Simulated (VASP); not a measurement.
# CdSe (F-43m) in VASP: notebook

CdSe is run at these levels: PBE; tasks: single point.

All numbers are computed with VASP 6.6.1; they aren't measurements. Logs are shortened: lines on timing, memory, paths and dates and some standing lists are left out, and cuts for length are marked.

**1. The cell of the first run**

It takes space group F-43m (No. 216, cubic). Conventional cell: a = 6.141 Å, b = 6.141 Å, c = 6.141 Å, α = 90.00°, β = 90.00°, γ = 90.00°. Cd (site symmetry -43m) has 4 Se at 2.66 Å within 3.5 Å. Within 3.5 Å of Se (site symmetry -43m) lie 4 Cd at 2.66 Å.

**2. Single point, PBE**

INCAR

```
PREC = Accurate
ENCUT = 520
EDIFF = 1E-6
ISMEAR = 0
SIGMA = 0.05
LREAL = F
LASPH = T
NELM = 100
ALGO = Normal
ISIF = 2
LWAVE = F
LCHARG = T
GGA = PE
LELF = T
LVHAR = T
NBANDS = 16
```

KPOINTS

```
Automatic mesh
0
Gamma
  8 8 8
```

POSCAR

```
CdSe
1.0
    0.0000000000      3.0702711986      3.0702711986
    3.0702711986      0.0000000000      3.0702711986
    3.0702711986      3.0702711986      0.0000000000
Cd Se
1 1
Direct
    0.0000000000      0.0000000000      0.0000000000
    0.7500000000      0.7500000000      0.7500000000
```

Potentials or basis: VASP PAW PBE potentials, release 64 (Cd, Se).

Launch:

```console
> cat potpaw_PBE.64/Cd/POTCAR potpaw_PBE.64/Se/POTCAR > POTCAR
> mpirun -np 1 vasp_std > vasp.out
```

OUTCAR:

```text
PREC = Accurate
   ENCUT = 520
   EDIFF = 1E-6
   ISMEAR = 0
   LREAL = F
   LASPH = T
   NELM = 100
   ISIF = 2
   GGA = PE

 ion  position               nearest neighbor table
   1  0.000  0.000  0.000-   2 2.66   2 2.66   2 2.66   2 2.66
   2  0.750  0.750  0.750-   1 2.66   1 2.66   1 2.66   1 2.66

  LATTYP: Found a face centered cubic cell.
 ALAT       =     6.1405423972

  Lattice vectors:

 A1 = (   0.0000000000,   3.0702711986,   3.0702711986)
 A2 = (   3.0702711986,   0.0000000000,   3.0702711986)
 A3 = (   3.0702711986,   3.0702711986,   0.0000000000)

Analysis of symmetry for initial positions (statically):
=====================================================================
 Subroutine PRICEL returns:
 Original cell was already a primitive cell.

 Routine SETGRP: Setting up the symmetry group for a
 face centered cubic supercell.

 Subroutine GETGRP returns: Found 24 space group operations
 (whereof 24 operations were pure point group operations)
 out of a pool of 48 trial point group operations.

The static configuration has the point symmetry T_d .

Analysis of symmetry for dynamics (positions and initial velocities):
=====================================================================
 Subroutine PRICEL returns:
 Original cell was already a primitive cell.

 Routine SETGRP: Setting up the symmetry group for a
 face centered cubic supercell.

 Subroutine GETGRP returns: Found 24 space group operations
 (whereof 24 operations were pure point group operations)
 out of a pool of 48 trial point group operations.

The dynamic configuration has the point symmetry T_d .

 Subroutine INISYM returns: Found 24 space group operations
 (whereof 24 operations are pure point group operations),
 and found     1 'primitive' translations

----------------------------------------------------------------------------------------

                                     Primitive cell

  volume of cell :      57.8842

  direct lattice vectors                    reciprocal lattice vectors
     0.000000000  3.070271199  3.070271199    -0.162852063  0.162852063  0.162852063
     3.070271199  0.000000000  3.070271199     0.162852063 -0.162852063  0.162852063
     3.070271199  3.070271199  0.000000000     0.162852063  0.162852063 -0.162852063

  length of vectors
     4.342019169  4.342019169  4.342019169     0.282068048  0.282068048  0.282068048

  position of ions in fractional coordinates (direct lattice)
     0.000000000  0.000000000  0.000000000
     0.750000000  0.750000000  0.750000000

[... 76 lines left out ...]
   EDIFF  = 0.1E-05   stopping-criterion for ELM
   LREAL  =      F    real-space projection
   EDIFFG = 0.1E-04   stopping-criterion for IOM
   NSW    =      0    number of steps for IOM
   IBRION =     -1    ionic relax: 0-MD 1-quasi-New 2-CG
   NFREE  =      0    steps in history (QN), initial steepest desc. (CG)
   ISIF   =      2    stress and relaxation
   ISYM   =      2    0-nonsym 1-usesym 2-fastsym
   POTIM  = 0.5000    time-step for ionic-motion
   TEBEG  =    0.0;   TEEND  =   0.0 temperature during run
   PSTRESS=    0.0 pullay stress
   NELECT =      18.0000    total number of electrons
   NUPDOWN=      -1.0000    fix difference up-down
   EMIN   =  10.00;   EMAX   =-10.00  energy-range for DOS
   EFERMI =   0.00;   METHOD = LEGACY
   ISMEAR =     0;   SIGMA  =   0.05  broadening in eV -4-tet -1-fermi 0-gaus
   EFERMI_NEDOS =   21; number of points for ismear=-14 and -15
   IALGO  =     38    algorithm
   IMIX   =      4    mixing-type and parameters
     AMIX     =   0.40;   BMIX     =  1.00
     AMIX_MAG =   1.60;   BMIX_MAG =  1.00
  volume/ion in A,a.u.               =      28.94       195.31
  Fermi-wavevector in a.u.,A,eV,Ry     =   1.109121  2.095935 16.737199  1.230149
  Thomas-Fermi vector in A             =   2.245657
   LORBIT       =      0    0 simple, 1 ext, 2 COOP (PROOUT), +10 PAW based schemes
   GGA     = PE    functional components
   LHFCALC =     F    Hartree Fock is set to
   AEXX    =    0.0000 exact exchange contribution
   IVDW    =     0    specifies the selected vdW correction
   LEPSILON=     F    determine dielectric tensor
   LRPA    =     F    only Hartree local field effects (RPA)
 non-spin polarized calculation
 Gauss-broadening in eV      SIGMA  =   0.05
  energy-cutoff  :      520.00
  volume of cell :       57.88
 maximum number of plane-waves:      1588
   NGX = 17   NGY = 17   NGZ = 17

 number of electron      18.0000008 magnetization

 Free energy of the ion-electron system (eV)
  ---------------------------------------------------
  ext. energy  EPLUGINS =         0.00000000
  ---------------------------------------------------
  free energy    TOTEN  =        -5.49046467 eV

  energy without entropy =       -5.49046467  energy(sigma->0) =       -5.49046467

 E-fermi :   0.9189     XC(G=0):  -8.7565

 val. band max:        0.7188374241   @ k =   0.0000   0.0000   0.0000
 cond. band min:       1.2682490691   @ k =   0.0000   0.0000   0.0000
 fundamental gap:      0.5494116449
 Fermi energy:         0.9188524634

 k-point     1 :       0.0000    0.0000    0.0000
  band No.  band energies     occupation
      1     -11.7183      2.00000
      2      -7.1233      2.00000
      3      -7.1233      2.00000
      4      -7.1233      2.00000
      5      -6.7789      2.00000
      6      -6.7789      2.00000
[... 433 lines left out ...]
      3      -6.9803      2.00000
      4      -6.7961      2.00000
      5      -6.7636      2.00000
      6      -6.4246      2.00000
[... 8 lines left out ...]
     15      12.3171      0.00000
     16      13.2545      0.00000

 [... further k-points ...]

------------------------ aborting loop because EDIFF is reached ----------------------------------------

  FORCE on cell =-STRESS in cart. coord.  units (eV):
  Direction    XX          YY          ZZ          XY          YZ          ZX
  --------------------------------------------------------------------------------------
  -------------------------------------------------------------------------------------
  Total        0.5673124      0.5673124      0.5673124      0.0000000      0.0000000      0.0000000
  in kB       15.7026401     15.7026401     15.7026401      0.0000000      0.0000000      0.0000000
  external PRESSURE =      15.7026401 kB  Pullay stress =       0.0000000 kB

 VOLUME and BASIS-vectors are now :
 -----------------------------------------------------------------------------
  energy-cutoff  :      520.00
  volume of cell :       57.88
      direct lattice vectors                 reciprocal lattice vectors
     0.000000000  3.070271199  3.070271199    -0.162852063  0.162852063  0.162852063
     3.070271199  0.000000000  3.070271199     0.162852063 -0.162852063  0.162852063
     3.070271199  3.070271199  0.000000000     0.162852063  0.162852063 -0.162852063

 POSITION                                       TOTAL-FORCE (eV/Angst)
 -----------------------------------------------------------------------------------
      0.00000      0.00000      0.00000        -0.000000     -0.000000     -0.000000
      4.60541      4.60541      4.60541         0.000000      0.000000      0.000000
 -----------------------------------------------------------------------------------
    total drift:                                0.000001      0.000001      0.000000

  FREE ENERGIE OF THE ION-ELECTRON SYSTEM (eV)
  ---------------------------------------------------
  free  energy   TOTEN  =        -5.4904646733 eV

  energy  without entropy=       -5.4904646732  energy(sigma->0) =       -5.49046467
```

OSZICAR:

```text
N       E                     dE             d eps       ncg     rms          rms(c)
DAV:   1     0.106701535565E+03    0.10670E+03   -0.87962E+03   928   0.101E+03
DAV:   2    -0.165408045262E+01   -0.10836E+03   -0.10257E+03  1136   0.247E+02
DAV:   3    -0.585138245890E+01   -0.41973E+01   -0.41908E+01  1104   0.502E+01
DAV:   4    -0.586967878435E+01   -0.18296E-01   -0.18296E-01  1200   0.331E+00
DAV:   5    -0.586979456587E+01   -0.11578E-03   -0.11578E-03  1112   0.229E-01    0.586E+00
DAV:   6    -0.551054630651E+01    0.35925E+00   -0.54879E-01  1336   0.867E+00    0.468E+00
DAV:   7    -0.548923464156E+01    0.21312E-01   -0.14111E-01  1056   0.248E+00    0.204E+00
DAV:   8    -0.549015014194E+01   -0.91550E-03   -0.12966E-02  1096   0.137E+00    0.246E-01
DAV:   9    -0.549034755704E+01   -0.19742E-03   -0.13941E-03  1112   0.473E-01    0.466E-02
DAV:  10    -0.549041493001E+01   -0.67373E-04   -0.15502E-04  1192   0.154E-01    0.434E-02
DAV:  11    -0.549046494047E+01   -0.50010E-04   -0.82421E-05  1128   0.572E-02    0.165E-02
DAV:  12    -0.549046467325E+01    0.26722E-06   -0.19089E-06   992   0.164E-02
   1 F= -.54904647E+01 E0= -.54904647E+01  d E =-.185560E-10
```

It took 22 s on 1 thread of Intel Xeon Platinum 8259CL at 2.50GHz (Skylake/Cascade Lake), shared host; peak memory 0.18 GiB.

What came out:

```yaml
Free_energy: -5.4905 eV
Pressure: 1.6 GPa
Band_gap_on_the_k_mesh: 0.55 eV, direct
```

**3. Single point, PBE**

INCAR

```
SYSTEM = CdSe
PREC = Accurate
ENCUT = 520
EDIFF = 1E-6
ISMEAR = 0
SIGMA = 0.05
LREAL = .False.
LASPH = .True.
NELM = 60
ALGO = Normal
ISIF = 2
LWAVE = .False.
LCHARG = .False.
GGA = PE
NBANDS = 16
```

KPOINTS

```
regular mesh
0
Gamma
  8 8 8
  0 0 0
```

POSCAR is that of step 2.

Potentials or basis: VASP PAW PBE potentials, release 64 (Cd, Se).

Launch:

```console
> cat potpaw_PBE.64/Cd/POTCAR potpaw_PBE.64/Se/POTCAR > POTCAR
> mpirun -np 1 vasp_std > vasp.out
```

OUTCAR:

```text
SYSTEM = CdSe
   PREC = Accurate
   ENCUT = 520
   EDIFF = 1E-6
   ISMEAR = 0
   LREAL = .False.
   LASPH = .True.
   NELM = 60
   ISIF = 2
   GGA = PE

 ion  position               nearest neighbor table
   1  0.000  0.000  0.000-   2 2.66   2 2.66   2 2.66   2 2.66
   2  0.750  0.750  0.750-   1 2.66   1 2.66   1 2.66   1 2.66

  LATTYP: Found a face centered cubic cell.
 ALAT       =     6.1405423972

  Lattice vectors:

 A1 = (   0.0000000000,   3.0702711986,   3.0702711986)
 A2 = (   3.0702711986,   0.0000000000,   3.0702711986)
 A3 = (   3.0702711986,   3.0702711986,   0.0000000000)

Analysis of symmetry for initial positions (statically):
=====================================================================
 Subroutine PRICEL returns:
 Original cell was already a primitive cell.

 Routine SETGRP: Setting up the symmetry group for a
 face centered cubic supercell.

 Subroutine GETGRP returns: Found 24 space group operations
 (whereof 24 operations were pure point group operations)
 out of a pool of 48 trial point group operations.

The static configuration has the point symmetry T_d .

Analysis of symmetry for dynamics (positions and initial velocities):
[... 162 lines left out ...]
 cond. band min:       1.2682490691   @ k =   0.0000   0.0000   0.0000
 fundamental gap:      0.5494116449
 Fermi energy:         0.9188524634

 k-point     1 :       0.0000    0.0000    0.0000
  band No.  band energies     occupation
      1     -11.7183      2.00000
      2      -7.1233      2.00000
      3      -7.1233      2.00000
      4      -7.1233      2.00000
      5      -6.7789      2.00000
      6      -6.7789      2.00000
[... 433 lines left out ...]
      3      -6.9803      2.00000
      4      -6.7961      2.00000
      5      -6.7636      2.00000
      6      -6.4246      2.00000
[... 8 lines left out ...]
     15      12.3171      0.00000
     16      13.2545      0.00000

 [... further k-points ...]

------------------------ aborting loop because EDIFF is reached ----------------------------------------

  FORCE on cell =-STRESS in cart. coord.  units (eV):
  Direction    XX          YY          ZZ          XY          YZ          ZX
  --------------------------------------------------------------------------------------
  -------------------------------------------------------------------------------------
  Total        0.5673124      0.5673124      0.5673124      0.0000000      0.0000000      0.0000000
  in kB       15.7026401     15.7026401     15.7026401      0.0000000      0.0000000      0.0000000
  external PRESSURE =      15.7026401 kB  Pullay stress =       0.0000000 kB

 VOLUME and BASIS-vectors are now :
 -----------------------------------------------------------------------------
  energy-cutoff  :      520.00
  volume of cell :       57.88
      direct lattice vectors                 reciprocal lattice vectors
     0.000000000  3.070271199  3.070271199    -0.162852063  0.162852063  0.162852063
     3.070271199  0.000000000  3.070271199     0.162852063 -0.162852063  0.162852063
     3.070271199  3.070271199  0.000000000     0.162852063  0.162852063 -0.162852063

 POSITION                                       TOTAL-FORCE (eV/Angst)
 -----------------------------------------------------------------------------------
      0.00000      0.00000      0.00000        -0.000000     -0.000000     -0.000000
      4.60541      4.60541      4.60541         0.000000      0.000000      0.000000
 -----------------------------------------------------------------------------------
    total drift:                                0.000001      0.000001      0.000000

  FREE ENERGIE OF THE ION-ELECTRON SYSTEM (eV)
  ---------------------------------------------------
  free  energy   TOTEN  =        -5.4904646733 eV

  energy  without entropy=       -5.4904646732  energy(sigma->0) =       -5.49046467
```

OSZICAR:

```text
N       E                     dE             d eps       ncg     rms          rms(c)
DAV:   1     0.106701535565E+03    0.10670E+03   -0.87962E+03   928   0.101E+03
DAV:   2    -0.165408045262E+01   -0.10836E+03   -0.10257E+03  1136   0.247E+02
DAV:   3    -0.585138245890E+01   -0.41973E+01   -0.41908E+01  1104   0.502E+01
DAV:   4    -0.586967878435E+01   -0.18296E-01   -0.18296E-01  1200   0.331E+00
DAV:   5    -0.586979456587E+01   -0.11578E-03   -0.11578E-03  1112   0.229E-01    0.586E+00
DAV:   6    -0.551054630651E+01    0.35925E+00   -0.54879E-01  1336   0.867E+00    0.468E+00
DAV:   7    -0.548923464156E+01    0.21312E-01   -0.14111E-01  1056   0.248E+00    0.204E+00
DAV:   8    -0.549015014194E+01   -0.91550E-03   -0.12966E-02  1096   0.137E+00    0.246E-01
DAV:   9    -0.549034755704E+01   -0.19742E-03   -0.13941E-03  1112   0.473E-01    0.466E-02
DAV:  10    -0.549041493001E+01   -0.67373E-04   -0.15502E-04  1192   0.154E-01    0.434E-02
DAV:  11    -0.549046494047E+01   -0.50010E-04   -0.82421E-05  1128   0.572E-02    0.165E-02
DAV:  12    -0.549046467325E+01    0.26722E-06   -0.19089E-06   992   0.164E-02
   1 F= -.54904647E+01 E0= -.54904647E+01  d E =-.185560E-10
```

Run time: 23 s. Hardware: 1 thread of Intel Xeon Platinum 8259CL at 2.50GHz (Skylake/Cascade Lake), shared host; peak memory 0.18 GiB.

What came out:

| Quantity | Value |
| --- | --- |
| Free energy | -5.4905 eV |
| Pressure | 1.6 GPa |
| Band gap on the k mesh | 0.55 eV, direct |

PBE gaps usually lie below the measured ones, often by a third to a half.

**4. Single point, PBE**

INCAR

```
SYSTEM = CdSe
  PREC = Accurate
  ENCUT = 520
  EDIFF = 1E-7
  ISMEAR = 0
  SIGMA = 0.05
  LREAL = .FALSE.
  LASPH = .TRUE.
  NELM = 100
  ALGO = Normal
  ISIF = 2
  LWAVE = .FALSE.
  LCHARG = .FALSE.
  GGA = PE
  NELECT = 17.5
  NBANDS = 16
```

KPOINTS

```
Automatic mesh
0
G
  8 8 8
  0 0 0
```

POSCAR is that of step 3.

Launch:

```console
> cat potpaw_PBE.64/Cd/POTCAR potpaw_PBE.64/Se/POTCAR > POTCAR
> mpirun -np 1 vasp_std > vasp.out
```

It took 29 s on 1 thread of Intel Xeon Platinum 8259CL at 2.50GHz (Skylake/Cascade Lake), shared host; peak memory 0.18 GiB.

The run converged. Its results:

```yaml
Free_energy: -5.5945 eV
```

Levels at points of the mesh, in eV from the Fermi level:
```tsv
k point	band 6	band 7	band 8	band 9	band 10	band 11	band 12	band 13
(0.00, 0.00, 0.00)	-6.70	0.58	0.58	0.58	1.49	6.88	6.88	6.88
(0.50, 0.00, 0.00)	-6.45	-3.42	-0.09	-0.09	3.28	7.41	7.41	8.32
(0.50, 0.50, 0.00)	-6.39	-3.18	-1.07	-1.07	4.31	4.62	9.91	10.93
```

Caveat: the cell carries a net charge on a neutralising background, which shifts energy and pressure; the cell is charged against a uniform background, so pressure and absolute levels hang on convention.
